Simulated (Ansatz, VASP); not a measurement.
**Li3SiN2: VASP beside Ansatz**

```
Li Si N
1.0
     3.73590   -0.12237    0.08427
    -1.65897    5.12611   -0.20623
    -0.29015   -2.47096    7.69511
Li Si N
6 2 4
Direct
  0.93811 0.20452 0.82110
  0.93966 0.22340 0.33482
  0.30292 0.93526 0.68052
  0.27985 0.89461 0.25020
  0.74320 0.83601 0.96465
  0.77948 0.89000 0.46812
  0.56216 0.45742 0.66320
  0.55944 0.43654 0.08102
  0.73707 0.80094 0.69857
  0.72269 0.77845 0.20039
  0.51792 0.36828 0.85359
  0.41751 0.17457 0.48381
```

Change from the starting cell: the structure that the rattled cell fell into.

Alike in both runs: functional PBE; k mesh 6 × 4 × 4; occupations gaussian, width 0.1 eV; no spin polarisation.

Ansatz relaxed the structure, and its values are those at the end. VASP's run is a single point on that final structure, the one shown.

```csv
,VASP,Ansatz
version,VASP 6.6.1,Ansatz 0.2.0
potentials or method,"VASP PAW PBE potentials, release 64 (Li_sv, Si, N), cutoff 520 eV","scalar-relativistic, plane waves, PAW"
valence electrons in the cell,46,46
```

|  | VASP | Ansatz | Ansatz less VASP |
| --- | --- | --- | --- |
| gap on the k mesh at the Fermi level (eV) | 0.70 | 0.69 | -0.007 |
| least direct gap on the mesh (eV) | 0.77 | 0.76 | -0.006 |
| rms of the force components (eV/Å) | 0.012 | 0.005 | -0.0070 |

Noted on VASP's run: the cutoff is under 1.25 times that of the potentials, so the pressure is a little rough.
